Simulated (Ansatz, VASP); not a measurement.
This is a calculation of SnTe for Ansatz 0.2.0.

input.yaml

```yaml
crystal:
  lattice:
    - [0.0, 3.15085, 3.15085]
    - [3.15085, 0.0, 3.15085]
    - [3.15085, 3.15085, 0.0]
  atoms:
    - { symbol: Te, position: [0.5, 0.5, 0.5] }
    - { symbol: Sn, position: [0.0, 0.0, 0.0] }
kpoints:
  mp_grid: { grid: [7, 7, 7] }
scf:
  occupations: { method: fermi_dirac, width: 0.05 }
hamiltonian:
  xc: rpbe
  dispersion: d3bj
  pseudopotentials: { kind: all_electron, lapw: { basis_error: 0.001 } }
output:
  forces: true
  stress: true
relax:
  f_tol: 0.01
  max_steps: 60
  cell: {}
```

Potentials or basis: all-electron LAPW, scalar-relativistic.

Run with:

```console
$ ansatz run input.yaml --threads 1 --pin off --max-ram 3072MiB --backend cpu --events-out ev --progress --plain --runs-dir out
```

Question: Set up the same calculation for VASP 6.6.1. Potentials there: VASP PAW PBE potentials, release 64 (Te, Sn_d).

Answer: As run (the cutoff follows the program's own potentials):

INCAR

```
SYSTEM = SnTe
  PREC = Accurate
  ENCUT = 600
  EDIFF = 1E-6
  ISMEAR = -1
  SIGMA = 0.05
  LREAL = .FALSE.
  LASPH = .TRUE.
  NELM = 60
  ALGO = Normal
  ISIF = 3
  LWAVE = .FALSE.
  LCHARG = .FALSE.
  GGA = RP
  IVDW = 12
  IBRION = 2
  NSW = 80
  EDIFFG = -0.01
```

File KPOINTS:

```
Automatic mesh
0
G
  7 7 7
  0 0 0
```

POSCAR

```
SnTe
1.0
    0.0000000000      3.1508500000      3.1508500000
    3.1508500000      0.0000000000      3.1508500000
    3.1508500000      3.1508500000      0.0000000000
Te Sn
1 1
Direct
    0.5000000000      0.5000000000      0.5000000000
    0.0000000000      0.0000000000      0.0000000000
```

Potentials or basis: VASP PAW PBE potentials, release 64 (Te, Sn_d).

The run is started by

```bash
$ cat potpaw_PBE.64/Te/POTCAR potpaw_PBE.64/Sn_d/POTCAR > POTCAR
$ mpirun -np 1 vasp_std > vasp.out
```

Both were run:

|  | VASP | Ansatz | Ansatz less VASP |
| --- | --- | --- | --- |
| relaxed volume (Å³/atom) | 25.34 | 25.31 | -0.032 |
| relaxed cell length with the largest relative difference (Å) | 4.154 | 4.152 | -0.0017 |

VASP's potentials were made for PBE, not for RPBE. Ansatz ran all-electron here, and VASP with PAW potentials.

Neither program's run includes spin-orbit coupling. Noted on VASP's run: the volume moved by over 15 % at a fixed basis, so the end points are rough. Noted on Ansatz's run: the volume moved by over 15 % at a fixed basis, so the end points are rough.
